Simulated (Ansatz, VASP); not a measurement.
**InH2F3 in VASP and in Ansatz**

INCAR

```
SYSTEM = InH2F3
  PREC = Accurate
  ENCUT = 600
  EDIFF = 1E-6
  ISMEAR = 0
  SIGMA = 0.01
  LREAL = .FALSE.
  LASPH = .TRUE.
  NELM = 100
  ALGO = Normal
  ISIF = 3
  LWAVE = .FALSE.
  LCHARG = .FALSE.
  GGA = PE
  IBRION = 2
  NSW = 80
  EDIFFG = -0.001
```

Contents of KPOINTS:

```
Automatic mesh
0
G
  6 6 6
  0 0 0
```

File POSCAR:

```
InH2F3
1.0
    2.9619526497      1.7100841596      2.4548278470
   -2.9619526497      1.7100841596      2.4548278470
    0.0000000000     -3.4201683193      2.4548278470
In H F
1 2 3
Direct
    0.5000000000      0.5000000000      0.5000000000
    0.0507254804      0.0507254804      0.0507254804
    0.9492745196      0.9492745196      0.9492745196
    0.5000000000      0.0000000000      0.5000000000
    0.0000000000      0.5000000000      0.5000000000
    0.5000000000      0.5000000000      0.0000000000
```

Input for Ansatz:

```yaml
crystal:
  lattice:
    - [2.9619526497, 1.7100841596, 2.454827847]
    - [-2.9619526497, 1.7100841596, 2.454827847]
    - [0.0, -3.4201683193, 2.454827847]
  atoms:
    - { symbol: In, position: [0.5, 0.5, 0.5] }
    - { symbol: H, position: [0.0507254804, 0.0507254804, 0.0507254804] }
    - { symbol: H, position: [0.9492745196, 0.9492745196, 0.9492745196] }
    - { symbol: F, position: [0.5, 0.0, 0.5] }
    - { symbol: F, position: [0.0, 0.5, 0.5] }
    - { symbol: F, position: [0.5, 0.5, 0.0] }
basis:
  ecutwfc: 420
kpoints:
  mp_grid: { grid: [6, 6, 6] }
hamiltonian:
  xc: pbe
scf:
  occupations: { method: fixed }
output:
  forces: true
  stress: true
  eigenvalues: true
relax:
  adjacent_minimum: "off"
  f_tol: 0.001
  max_steps: 60
  cell: { stress_tol: 0.01 }
```

Alike in both runs: task relaxation of cell and atoms; functional PBE; k mesh 6 × 6 × 6; no spin polarisation.

|  | VASP | Ansatz |
| --- | --- | --- |
| version | VASP 6.6.1 | Ansatz 0.2.0 |
| potentials or method | VASP PAW PBE potentials, release 64 (In_d, H, F), cutoff 600 eV | scalar-relativistic, plane waves, PAW |
| occupations | gaussian, width 0.01 eV | fixed |
| valence electrons in the cell | 36 | 36 |

VASP gave:

| Quantity | Value |
| --- | --- |
| gap on the k mesh at the Fermi level, each at its own relaxed structure (eV) | 3.79 |
| relaxed volume (Å³/atom) | 12.45 |
| relaxed length of the cell vector where the two differ most in proportion (Å) | 4.212 |

Q: Estimate Ansatz's values.

A: gap on the k mesh at the Fermi level, each at its own relaxed structure (eV): 3.83; relaxed volume (Å³/atom): 12.43; relaxed length of the cell vector where the two differ most in proportion (Å): 4.210.
